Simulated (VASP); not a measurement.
# AlNi (P4/mmm) in VASP: further runs

The runs below take AlNi through single point, with PBE.

All numbers are computed with VASP 6.6.1; they aren't measurements. Logs are shortened: lines on timing, memory, paths and dates and some standing lists are left out, and cuts for length are marked.

## 1. The cell of the first run

The structure is tetragonal, space group P4/mmm (No. 123). Conventional cell: a = 2.893 Å, b = 2.893 Å, c = 3.038 Å, α = 90.00°, β = 90.00°, γ = 90.00°. Within 3.4 Å of Al (site symmetry 4/mmm) lie 8 Ni at 2.55 Å and 6 Al at 2.89 to 3.04 Å. Ni (site symmetry 4/mmm) has 8 Al at 2.55 Å and 6 Ni at 2.89 to 3.04 Å within 3.4 Å.

## 2. Single point, PBE (strain +0.000 along x and y, +0.050 along z)

File INCAR:

```
SYSTEM = AlNi
ALGO = Fast
EDIFF = 1E-7
ENCUT = 520
GGA = PE
ISIF = 2
ISMEAR = 0
LASPH = .TRUE.
LCHARG = .TRUE.
LELF = .TRUE.
LREAL = .FALSE.
LVHAR = .TRUE.
LWAVE = .FALSE.
NBANDS = 14
NELM = 100
PREC = Accurate
SIGMA = 0.15
```

File KPOINTS:

```
k-points
0
G
  20 20 20
  0 0 0
```

File POSCAR:

```
AlNi
1.0
    2.8930835280      0.0000000000      0.0000000000
    0.0000000000      2.8930835280      0.0000000000
    0.0000000000      0.0000000000      3.0377377044
Al Ni
1 1
Direct
    0.0000000000      0.0000000000      0.0000000000
    0.5000000000      0.5000000000      0.5000000000
```

Potentials or basis: VASP PAW PBE potentials, release 64 (Al, Ni).

On the command line:

```bash
cat potpaw_PBE.64/Al/POTCAR potpaw_PBE.64/Ni/POTCAR > POTCAR
mpirun -np 1 vasp_std > vasp.out
```

OUTCAR:

```text
SYSTEM = AlNi
   EDIFF = 1E-7
   ENCUT = 520
   GGA = PE
   ISIF = 2
   ISMEAR = 0
   LASPH = .TRUE.
   LREAL = .FALSE.
   NELM = 100
   PREC = Accurate

 ion  position               nearest neighbor table
   1  0.000  0.000  0.000-   2 2.55   2 2.55   2 2.55   2 2.55   2 2.55   2 2.55   2 2.55   2 2.55

   2  0.500  0.500  0.500-   1 2.55   1 2.55   1 2.55   1 2.55   1 2.55   1 2.55   1 2.55   1 2.55

  LATTYP: Found a simple tetragonal cell.
 ALAT       =     2.8930835280
 C/A-ratio  =     1.0500000000

  Lattice vectors:

 A1 = (   2.8930835280,   0.0000000000,   0.0000000000)
 A2 = (   0.0000000000,   2.8930835280,   0.0000000000)
 A3 = (   0.0000000000,   0.0000000000,   3.0377377044)

Analysis of symmetry for initial positions (statically):
=====================================================================
 Subroutine PRICEL returns:
 Original cell was already a primitive cell.

 Routine SETGRP: Setting up the symmetry group for a
 simple tetragonal supercell.

 Subroutine GETGRP returns: Found 16 space group operations
 (whereof 16 operations were pure point group operations)
 out of a pool of 16 trial point group operations.

The static configuration has the point symmetry D_4h.

Analysis of symmetry for dynamics (positions and initial velocities):
=====================================================================
 Subroutine PRICEL returns:
 Original cell was already a primitive cell.

 Routine SETGRP: Setting up the symmetry group for a
 simple tetragonal supercell.

 Subroutine GETGRP returns: Found 16 space group operations
 (whereof 16 operations were pure point group operations)
 out of a pool of 16 trial point group operations.

The dynamic configuration has the point symmetry D_4h.

 Subroutine INISYM returns: Found 16 space group operations
 (whereof 16 operations are pure point group operations),
 and found     1 'primitive' translations

----------------------------------------------------------------------------------------

                                     Primitive cell

  volume of cell :      25.4257

  direct lattice vectors                    reciprocal lattice vectors
     2.893083528  0.000000000  0.000000000     0.345651963  0.000000000  0.000000000
     0.000000000  2.893083528  0.000000000     0.000000000  0.345651963  0.000000000
     0.000000000  0.000000000  3.037737704     0.000000000  0.000000000  0.329192346

  length of vectors
     2.893083528  2.893083528  3.037737704     0.345651963  0.345651963  0.329192346

  position of ions in fractional coordinates (direct lattice)
     0.000000000  0.000000000  0.000000000
     0.500000000  0.500000000  0.500000000

  ion indices of the primitive-cell ions
   primitive index   ion index
                 1           1
                 2           2

----------------------------------------------------------------------------------------

 KPOINTS: k-points

Automatic generation of k-mesh.
 Grid dimensions read from file:
 generate k-points for:   20   20   20

 Generating k-lattice:

  Cartesian coordinates                     Fractional coordinates (reciprocal lattice)
     0.017282598  0.000000000  0.000000000     0.050000000  0.000000000  0.000000000
     0.000000000  0.017282598  0.000000000     0.000000000  0.050000000  0.000000000
     0.000000000  0.000000000  0.016459617     0.000000000  0.000000000  0.050000000

  Length of vectors
     0.017282598  0.017282598  0.016459617

  Shift w.r.t. Gamma in fractional coordinates (k-lattice)
     0.000000000  0.000000000  0.000000000

 Subroutine IBZKPT returns following result:
 ===========================================

 Found    726 irreducible k-points:

 Following reciprocal coordinates:
            Coordinates               Weight
  0.000000  0.000000  0.000000      1.000000
  0.050000  0.000000  0.000000      4.000000
  0.100000  0.000000  0.000000      4.000000
  0.150000  0.000000  0.000000      4.000000
  0.200000  0.000000  0.000000      4.000000
  0.250000  0.000000  0.000000      4.000000
[... 16 lines left out ...]
  0.150000  0.100000  0.000000      8.000000
  0.200000  0.100000  0.000000      8.000000
 [... further k-points ...]
   k-points           NKPTS =    726   k-points in BZ     NKDIM =    726   number of bands    NBANDS=     14
   number of dos      NEDOS =    301   number of ions     NIONS =      2
   total plane-waves  NPLWV =  13824
   dimension x,y,z NGX =    24 NGY =   24 NGZ =   24
   dimension x,y,z NGXF=    48 NGYF=   48 NGZF=   48
   ions per type =               1   1
   NGX,Y,Z   is equivalent  to a cutoff of  13.79, 13.79, 13.13 a.u.
   NGXF,Y,Z  is equivalent  to a cutoff of  27.58, 27.58, 26.27 a.u.
 SYSTEM =  AlNi
   PREC   = accura    normal or accurate (medium, high low for compatibility)
   ISTART =      0    job   : 0-new  1-cont  2-samecut
   ICHARG =      2    charge: 1-file 2-atom 10-const
   ISPIN  =      1    spin polarized calculation?
   LNONCOLLINEAR =      F non collinear calculations
   LSORBIT =      F    spin-orbit coupling
   LASPH  =      T    aspherical Exc in radial PAW
   ENCUT  =  520.0 eV  38.22 Ry    6.18 a.u.   5.38  5.38  5.65*2*pi/ulx,y,z
   NELM   =    100;   NELMIN=  2; NELMDL= -5     # of ELM steps
   EDIFF  = 0.1E-06   stopping-criterion for ELM
   LREAL  =      F    real-space projection
   EDIFFG = 0.1E-05   stopping-criterion for IOM
   NSW    =      0    number of steps for IOM
   IBRION =     -1    ionic relax: 0-MD 1-quasi-New 2-CG
   NFREE  =      0    steps in history (QN), initial steepest desc. (CG)
   ISIF   =      2    stress and relaxation
   ISYM   =      2    0-nonsym 1-usesym 2-fastsym
   POTIM  = 0.5000    time-step for ionic-motion
   TEBEG  =    0.0;   TEEND  =   0.0 temperature during run
   PSTRESS=    0.0 pullay stress
   NELECT =      13.0000    total number of electrons
   NUPDOWN=      -1.0000    fix difference up-down
   EMIN   =  10.00;   EMAX   =-10.00  energy-range for DOS
   EFERMI =   0.00;   METHOD = LEGACY
   ISMEAR =     0;   SIGMA  =   0.15  broadening in eV -4-tet -1-fermi 0-gaus
   EFERMI_NEDOS =   21; number of points for ismear=-14 and -15
   IALGO  =     68    algorithm
   IMIX   =      4    mixing-type and parameters
     AMIX     =   0.40;   BMIX     =  1.00
     AMIX_MAG =   1.60;   BMIX_MAG =  1.00
  volume/ion in A,a.u.               =      12.71        85.79
  Fermi-wavevector in a.u.,A,eV,Ry     =   1.309077  2.473797 23.316069  1.713683
  Thomas-Fermi vector in A             =   2.439700
   LORBIT       =      0    0 simple, 1 ext, 2 COOP (PROOUT), +10 PAW based schemes
   GGA     = PE    functional components
   LHFCALC =     F    Hartree Fock is set to
   AEXX    =    0.0000 exact exchange contribution
   IVDW    =     0    specifies the selected vdW correction
   LEPSILON=     F    determine dielectric tensor
   LRPA    =     F    only Hartree local field effects (RPA)
 non-spin polarized calculation
 RMM-DIIS sequential band-by-band and
 Gauss-broadening in eV      SIGMA  =   0.15
  energy-cutoff  :      520.00
  volume of cell :       25.43
 maximum number of plane-waves:       703
 NGX is ok and might be reduce to    24
   NGX = 11   NGY = 11   NGZ = 11

 number of electron      13.0000010 magnetization

 Free energy of the ion-electron system (eV)
  ---------------------------------------------------
  ext. energy  EPLUGINS =         0.00000000
  ---------------------------------------------------
  free energy    TOTEN  =       -10.50907471 eV

  energy without entropy =      -10.49877450  energy(sigma->0) =      -10.50392460

 E-fermi :   9.2387     XC(G=0): -11.7569

 val. band max:        9.2386638563   @ k =   0.3500   0.0500   0.1500
 cond. band min:       9.2389037960   @ k =   0.4500   0.3500   0.2500
 fundamental gap:      0.0002399396
 Fermi energy:         9.2387429329

 k-point     1 :       0.0000    0.0000    0.0000
  band No.  band energies     occupation
      1      -1.4622      2.00000
      2       6.2676      2.00000
      3       6.3107      2.00000
      4       7.7842      2.00000
      5       7.7842      2.00000
      6       7.8994      2.00000
      7      13.4129      0.00000
      8      15.0468      0.00000
      9      15.0468      0.00000
     10      16.8521      0.00000
     11      17.3594      0.00000
     12      22.0345      0.00000
     13      29.1354      0.00000
     14      29.1380      0.00000

 k-point     2 :       0.0500    0.0000    0.0000
  band No.  band energies     occupation
      1      -1.4167      2.00000
      2       6.2759      2.00000
      3       6.3128      2.00000
      4       7.7603      2.00000
      5       7.7864      2.00000
      6       7.8811      2.00000
      7      13.4770      0.00000
      8      14.4562      0.00000
      9      15.1051      0.00000
     10      16.9078      0.00000
     11      17.8106      0.00000
     12      22.2373      0.00000
     13      28.4548      0.00000
     14      29.1476      0.00000

 k-point     3 :       0.1000    0.0000    0.0000
  band No.  band energies     occupation
      1      -1.2803      2.00000
      2       6.2865      2.00000
      3       6.3271      2.00000
      4       7.6929      2.00000
      5       7.7929      2.00000
      6       7.8288      2.00000
      7      13.3596      0.00000
      8      13.6653      0.00000
      9      15.2776      0.00000
     10      16.9487      0.00000
     11      18.5972      0.00000
     12      22.8666      0.00000
     13      27.2383      0.00000
     14      28.4971      0.00000
[... 324 lines left out ...]
 k-point    23 :       0.1500    0.1000    0.0000
  band No.  band energies     occupation
      1      -0.8741      2.00000
      2       6.3062      2.00000
      3       6.3783      2.00000
      4       7.5953      2.00000
      5       7.6637      2.00000
      6       7.7271      2.00000
      7      12.3284      0.00000
      8      13.9136      0.00000
      9      14.2094      0.00000
     10      17.5339      0.00000
     11      20.5344      0.00000
     12      24.2842      0.00000
     13      25.4586      0.00000
     14      26.0722      0.00000

 k-point    24 :       0.2000    0.1000    0.0000
  band No.  band energies     occupation
      1      -0.5612      2.00000
      2       6.2298      2.00000
      3       6.4424      2.00000
      4       7.4832      2.00000
      5       7.5638      2.00000
      6       7.7388      2.00000
      7      11.2767      0.00000
      8      14.2019      0.00000
      9      14.6059      0.00000
     10      17.6621      0.00000
     11      21.1667      0.00000
     12      24.2340      0.00000
     13      24.8358      0.00000
     14      25.5244      0.00000

 [... further k-points ...]

------------------------ aborting loop because EDIFF is reached ----------------------------------------

  FORCE on cell =-STRESS in cart. coord.  units (eV):
  Direction    XX          YY          ZZ          XY          YZ          ZX
  --------------------------------------------------------------------------------------
  -------------------------------------------------------------------------------------
  Total       -0.9750675     -0.9750675     -1.3674845      0.0000000      0.0000000      0.0000000
  in kB      -61.4430890    -61.4430890    -86.1709284      0.0000000      0.0000000      0.0000000
  external PRESSURE =     -69.6857022 kB  Pullay stress =       0.0000000 kB

 VOLUME and BASIS-vectors are now :
 -----------------------------------------------------------------------------
  energy-cutoff  :      520.00
  volume of cell :       25.43
      direct lattice vectors                 reciprocal lattice vectors
     2.893083528  0.000000000  0.000000000     0.345651963  0.000000000  0.000000000
     0.000000000  2.893083528  0.000000000     0.000000000  0.345651963  0.000000000
     0.000000000  0.000000000  3.037737704     0.000000000  0.000000000  0.329192346

 POSITION                                       TOTAL-FORCE (eV/Angst)
 -----------------------------------------------------------------------------------
      0.00000      0.00000      0.00000         0.000000      0.000000      0.000000
      1.44654      1.44654      1.51887         0.000000      0.000000      0.000000
 -----------------------------------------------------------------------------------
    total drift:                                0.000000      0.000000     -0.000000

  FREE ENERGIE OF THE ION-ELECTRON SYSTEM (eV)
  ---------------------------------------------------
  free  energy   TOTEN  =       -10.5090747069 eV

  energy  without entropy=      -10.4987745022  energy(sigma->0) =      -10.50392460
```

It took 4.4 min on 1 thread of Intel Xeon 8259CL, shared host; peak memory 0.37 GiB.

Results:

```
Free energy            : -10.5091 eV
Pressure               : -7.0 GPa
Band gap on the k mesh : zero (an odd number of electrons rules out a gap without spin polarisation)
```

Stress tensor (GPa, compression positive):
```
-6.14  0.00  0.00
 0.00 -6.14  0.00
 0.00  0.00 -8.62
```

Levels at points of the mesh, in eV from the Fermi level:
| k point | band 5 | band 6 | band 7 | band 8 | band 9 | band 10 |
| --- | --- | --- | --- | --- | --- | --- |
| (0.00, 0.00, 0.00) | -1.45 | -1.34 | 4.17 | 5.81 | 5.81 | 7.61 |
| (0.50, 0.00, 0.00) | -1.98 | -1.36 | -0.50 | 8.13 | 8.77 | 9.58 |
| (0.50, 0.50, 0.00) | -2.02 | -2.02 | -0.87 | 1.67 | 2.45 | 10.90 |
| (0.00, 0.00, 0.50) | -1.99 | -1.28 | -0.83 | 8.21 | 10.13 | 10.13 |
| (0.50, 0.00, 0.50) | -1.86 | -1.82 | -0.99 | 1.26 | 2.05 | 12.00 |
| (0.50, 0.50, 0.50) | -0.85 | 2.01 | 2.10 | 2.10 | 3.17 | 4.02 |

Caveat: the cell differs from its parent crystal (strain +0.000 along x and y, +0.050 along z); the cell stands under tension.

[end of part 1 of 2]
